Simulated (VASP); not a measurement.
# NaCl (R-3m) in VASP: notebook

The runs below take NaCl through single point, with PBE, r2SCAN.

Program: VASP 6.6.1. These are calculated values, not measurements. Logs are shortened: lines on timing, memory, paths and dates and some standing lists are left out, and cuts for length are marked.

### Step 1. The cell of the first run

The structure is trigonal, space group R-3m (No. 166). Conventional cell: a = 4.122 Å, b = 4.122 Å, c = 9.399 Å, α = 90.00°, β = 90.00°, γ = 120.00°. Within 3.8 Å of Na (site symmetry -3m) lie 6 Cl at 2.85 Å. Within 3.8 Å of Cl (site symmetry -3m) lie 6 Na at 2.85 Å.

### Step 2. Single point, PBE (epitaxial 111 strain +4.0%)

INCAR

```
SYSTEM = NaCl
PREC = Accurate
ENCUT = 520
EDIFF = 1E-7
ISMEAR = 0
SIGMA = 0.01
LREAL = .False.
LASPH = .True.
NELM = 100
ALGO = Normal
ISIF = 2
LWAVE = .False.
LCHARG = .False.
GGA = PE
NBANDS = 14
```

KPOINTS

```
regular mesh
0
Gamma
  4 4 4
  0 0 0
```

POSCAR

```
NaCl
1.0
   -0.1342974742      2.7805092875      2.7805092875
    2.7805092875     -0.1342974742      2.7805092875
    2.7805092875      2.7805092875     -0.1342974742
Na Cl
1 1
Direct
    0.0000000000      0.0000000000      0.0000000000
    0.5000000000      0.5000000000      0.5000000000
```

Potentials or basis: VASP PAW PBE potentials, release 64 (Na_pv, Cl).

Command:

```sh
> cat potpaw_PBE.64/Na_pv/POTCAR potpaw_PBE.64/Cl/POTCAR > POTCAR
> mpirun -np 1 vasp_std > vasp.out
```

OUTCAR:

```text
SYSTEM = NaCl
   PREC = Accurate
   ENCUT = 520
   EDIFF = 1E-7
   ISMEAR = 0
   LREAL = .False.
   LASPH = .True.
   NELM = 100
   ISIF = 2
   GGA = PE

 ion  position               nearest neighbor table
   1  0.000  0.000  0.000-
   2  0.500  0.500  0.500-

  LATTYP: Found a trigonal (rhomboedric) cell.
 ALAT       =     3.9345266052
 COS(alpha) =     0.4511741434

  Lattice vectors:

 A1 = (  -0.1342974742,   2.7805092875,   2.7805092875)
 A2 = (   2.7805092875,  -0.1342974742,   2.7805092875)
 A3 = (   2.7805092875,   2.7805092875,  -0.1342974742)

Analysis of symmetry for initial positions (statically):
=====================================================================
 Subroutine PRICEL returns:
 Original cell was already a primitive cell.

 Routine SETGRP: Setting up the symmetry group for a
 trigonal (rhombohedral) supercell.

 Subroutine GETGRP returns: Found 12 space group operations
 (whereof 12 operations were pure point group operations)
 out of a pool of 12 trial point group operations.

The static configuration has the point symmetry D_3d.

Analysis of symmetry for dynamics (positions and initial velocities):
=====================================================================
 Subroutine PRICEL returns:
 Original cell was already a primitive cell.

 Routine SETGRP: Setting up the symmetry group for a
 trigonal (rhombohedral) supercell.

 Subroutine GETGRP returns: Found 12 space group operations
 (whereof 12 operations were pure point group operations)
 out of a pool of 12 trial point group operations.

The dynamic configuration has the point symmetry D_3d.

 Subroutine INISYM returns: Found 12 space group operations
 (whereof 12 operations are pure point group operations),
 and found     1 'primitive' translations

----------------------------------------------------------------------------------------

                                     Primitive cell

  volume of cell :      46.1060

  direct lattice vectors                    reciprocal lattice vectors
    -0.134297474  2.780509288  2.780509288    -0.167292832  0.175783084  0.175783084
     2.780509288 -0.134297474  2.780509288     0.175783084 -0.167292832  0.175783084
     2.780509288  2.780509288 -0.134297474     0.175783084  0.175783084 -0.167292832

  length of vectors
     3.934526605  3.934526605  3.934526605     0.299643583  0.299643583  0.299643583

  position of ions in fractional coordinates (direct lattice)
     0.000000000  0.000000000  0.000000000
     0.500000000  0.500000000  0.500000000

  ion indices of the primitive-cell ions
   primitive index   ion index
                 1           1
                 2           2

----------------------------------------------------------------------------------------

 KPOINTS: regular mesh

Automatic generation of k-mesh.
 Grid dimensions read from file:
 generate k-points for:    4    4    4

 Generating k-lattice:

  Cartesian coordinates                     Fractional coordinates (reciprocal lattice)
    -0.041823208  0.043945771  0.043945771     0.250000000  0.000000000 -0.000000000
     0.043945771 -0.041823208  0.043945771     0.000000000  0.250000000 -0.000000000
     0.043945771  0.043945771 -0.041823208     0.000000000  0.000000000  0.250000000

  Length of vectors
     0.074910896  0.074910896  0.074910896

  Shift w.r.t. Gamma in fractional coordinates (k-lattice)
     0.000000000  0.000000000  0.000000000

 Subroutine IBZKPT returns following result:
 ===========================================

 Found     13 irreducible k-points:

 Following reciprocal coordinates:
            Coordinates               Weight
  0.000000  0.000000  0.000000      1.000000
  0.250000 -0.000000 -0.000000      6.000000
  0.500000 -0.000000 -0.000000      3.000000
  0.250000  0.250000  0.000000      6.000000
  0.500000  0.250000  0.000000     12.000000
 -0.250000  0.250000  0.000000      6.000000
  0.500000  0.500000  0.000000      3.000000
  0.250000  0.250000  0.250000      2.000000
  0.500000  0.250000  0.250000      6.000000
 -0.250000  0.250000  0.250000      6.000000
  0.500000  0.500000  0.250000      6.000000
 -0.250000  0.500000  0.250000      6.000000
  0.500000  0.500000  0.500000      1.000000
   k-points           NKPTS =     13   k-points in BZ     NKDIM =     13   number of bands    NBANDS=     14
   number of dos      NEDOS =    301   number of ions     NIONS =      2
   total plane-waves  NPLWV =  27000
   dimension x,y,z NGX =    30 NGY =   30 NGZ =   30
   dimension x,y,z NGXF=    60 NGYF=   60 NGZF=   60
   ions per type =               1   1
   NGX,Y,Z   is equivalent  to a cutoff of  12.68, 12.68, 12.68 a.u.
   NGXF,Y,Z  is equivalent  to a cutoff of  25.35, 25.35, 25.35 a.u.
 SYSTEM =  NaCl
   PREC   = accura    normal or accurate (medium, high low for compatibility)
   ISTART =      0    job   : 0-new  1-cont  2-samecut
   ICHARG =      2    charge: 1-file 2-atom 10-const
   ISPIN  =      1    spin polarized calculation?
   LNONCOLLINEAR =      F non collinear calculations
   LSORBIT =      F    spin-orbit coupling
   LASPH  =      T    aspherical Exc in radial PAW
   ENCUT  =  520.0 eV  38.22 Ry    6.18 a.u.   7.32  7.32  7.32*2*pi/ulx,y,z
   NELM   =    100;   NELMIN=  2; NELMDL= -5     # of ELM steps
   EDIFF  = 0.1E-06   stopping-criterion for ELM
   LREAL  =      F    real-space projection
   EDIFFG = 0.1E-05   stopping-criterion for IOM
   NSW    =      0    number of steps for IOM
   IBRION =     -1    ionic relax: 0-MD 1-quasi-New 2-CG
   NFREE  =      0    steps in history (QN), initial steepest desc. (CG)
   ISIF   =      2    stress and relaxation
   ISYM   =      2    0-nonsym 1-usesym 2-fastsym
   POTIM  = 0.5000    time-step for ionic-motion
   TEBEG  =    0.0;   TEEND  =   0.0 temperature during run
   PSTRESS=    0.0 pullay stress
   NELECT =      14.0000    total number of electrons
   NUPDOWN=      -1.0000    fix difference up-down
   EMIN   =  10.00;   EMAX   =-10.00  energy-range for DOS
   EFERMI =   0.00;   METHOD = LEGACY
   ISMEAR =     0;   SIGMA  =   0.01  broadening in eV -4-tet -1-fermi 0-gaus
   EFERMI_NEDOS =   21; number of points for ismear=-14 and -15
   IALGO  =     38    algorithm
   IMIX   =      4    mixing-type and parameters
     AMIX     =   0.40;   BMIX     =  1.00
     AMIX_MAG =   1.60;   BMIX_MAG =  1.00
  volume/ion in A,a.u.               =      23.05       155.57
  Fermi-wavevector in a.u.,A,eV,Ry     =   1.100352  2.079365 16.473602  1.210776
  Thomas-Fermi vector in A             =   2.236762
   LORBIT       =      0    0 simple, 1 ext, 2 COOP (PROOUT), +10 PAW based schemes
   GGA     = PE    functional components
   LHFCALC =     F    Hartree Fock is set to
   AEXX    =    0.0000 exact exchange contribution
   IVDW    =     0    specifies the selected vdW correction
   LEPSILON=     F    determine dielectric tensor
   LRPA    =     F    only Hartree local field effects (RPA)
 non-spin polarized calculation
 Gauss-broadening in eV      SIGMA  =   0.01
  energy-cutoff  :      520.00
  volume of cell :       46.11
 maximum number of plane-waves:      1260
 NGX is ok and might be reduce to    30
   NGX = 15   NGY = 15   NGZ = 15

 number of electron      13.9999993 magnetization

 Free energy of the ion-electron system (eV)
  ---------------------------------------------------
  ext. energy  EPLUGINS =         0.00000000
  ---------------------------------------------------
  free energy    TOTEN  =        -6.76501846 eV

  energy without entropy =       -6.76501846  energy(sigma->0) =       -6.76501846

 E-fermi :  -0.6514     XC(G=0):  -8.0491

 val. band max:       -0.7178469659   @ k =   0.0000   0.0000   0.0000
 cond. band min:       4.0992207442   @ k =   0.0000   0.0000   0.0000
 fundamental gap:      4.8170677101
 Fermi energy:        -0.6513679913

 k-point     1 :       0.0000    0.0000    0.0000
  band No.  band energies     occupation
      1     -21.7813      2.00000
      2     -21.7709      2.00000
      3     -21.7709      2.00000
      4     -13.4744      2.00000
      5      -0.9482      2.00000
      6      -0.9482      2.00000
      7      -0.7178      2.00000
      8       4.0992      0.00000
      9       9.8960      0.00000
     10       9.8960      0.00000
     11      10.9221      0.00000
     12      12.3724      0.00000
     13      12.3724      0.00000
     14      13.8507      0.00000

 k-point     2 :       0.2500   -0.0000   -0.0000
  band No.  band energies     occupation
      1     -21.7875      2.00000
      2     -21.7784      2.00000
      3     -21.7713      2.00000
      4     -13.3304      2.00000
      5      -1.9588      2.00000
      6      -1.0475      2.00000
      7      -0.8741      2.00000
      8       5.5483      0.00000
      9       8.9694      0.00000
     10      10.2401      0.00000
     11      10.9315      0.00000
     12      12.0452      0.00000
     13      12.6264      0.00000
     14      14.6115      0.00000

 k-point     3 :       0.5000   -0.0000   -0.0000
  band No.  band energies     occupation
      1     -21.7986      2.00000
      2     -21.7808      2.00000
      3     -21.7718      2.00000
      4     -13.1785      2.00000
      5      -2.7427      2.00000
      6      -1.1418      2.00000
      7      -0.9949      2.00000
      8       6.3841      0.00000
      9       9.3272      0.00000
     10       9.8834      0.00000
     11      10.4918      0.00000
     12      14.0609      0.00000
     13      14.6405      0.00000
     14      15.0749      0.00000
[... 137 lines left out ...]
 k-point    12 :      -0.2500    0.5000    0.2500
  band No.  band energies     occupation
      1     -21.7956      2.00000
      2     -21.7812      2.00000
      3     -21.7804      2.00000
      4     -13.0989      2.00000
      5      -2.0524      2.00000
      6      -1.9667      2.00000
      7      -1.5827      2.00000
      8       7.7541      0.00000
      9       8.5997      0.00000
     10       8.9581      0.00000
     11      10.3421      0.00000
     12      14.4161      0.00000
     13      14.8468      0.00000
     14      14.9582      0.00000

 k-point    13 :       0.5000    0.5000    0.5000
  band No.  band energies     occupation
      1     -21.8092      2.00000
      2     -21.7739      2.00000
      3     -21.7739      2.00000
      4     -13.1102      2.00000
      5      -2.6557      2.00000
      6      -1.2644      2.00000
      7      -1.2644      2.00000
      8       6.2018      0.00000
      9       9.6277      0.00000
     10       9.6277      0.00000
     11      10.0027      0.00000
     12      13.5606      0.00000
     13      15.4462      0.00000
     14      15.4462      0.00000

------------------------ aborting loop because EDIFF is reached ----------------------------------------

  FORCE on cell =-STRESS in cart. coord.  units (eV):
  Direction    XX          YY          ZZ          XY          YZ          ZX
  --------------------------------------------------------------------------------------
  -------------------------------------------------------------------------------------
  Total        0.0037579      0.0037579      0.0037579      0.1513213      0.1513213      0.1513213
  in kB        0.1305879      0.1305879      0.1305879      5.2583993      5.2583993      5.2583993
  external PRESSURE =       0.1305879 kB  Pullay stress =       0.0000000 kB

 VOLUME and BASIS-vectors are now :
 -----------------------------------------------------------------------------
  energy-cutoff  :      520.00
  volume of cell :       46.11
      direct lattice vectors                 reciprocal lattice vectors
    -0.134297474  2.780509288  2.780509288    -0.167292832  0.175783084  0.175783084
     2.780509288 -0.134297474  2.780509288     0.175783084 -0.167292832  0.175783084
     2.780509288  2.780509288 -0.134297474     0.175783084  0.175783084 -0.167292832

 POSITION                                       TOTAL-FORCE (eV/Angst)
 -----------------------------------------------------------------------------------
      0.00000      0.00000      0.00000        -0.000000     -0.000000      0.000000
      2.71336      2.71336      2.71336         0.000000      0.000000     -0.000000
 -----------------------------------------------------------------------------------
    total drift:                               -0.000000      0.000000      0.000000

  FREE ENERGIE OF THE ION-ELECTRON SYSTEM (eV)
  ---------------------------------------------------
  free  energy   TOTEN  =        -6.7650184642 eV

  energy  without entropy=       -6.7650184642  energy(sigma->0) =       -6.76501846
```

It took 16 s on 1 thread of AMD EPYC 7R13, shared host; peak memory 0.13 GiB.

Results:

| Quantity | Value |
| --- | --- |
| Free energy | -6.7650 eV |
| Pressure | 0.0 GPa |
| Band gap on the k mesh | 4.82 eV, direct |

Stress tensor (GPa, compression positive):
```
0.01 0.53 0.53
0.53 0.01 0.53
0.53 0.53 0.01
```

Caveat: the k points lie up to 0.47 Å⁻¹ apart; the cell differs from its parent crystal (epitaxial 111 strain +4.0%).

(Part 1 of 2 ends here.)
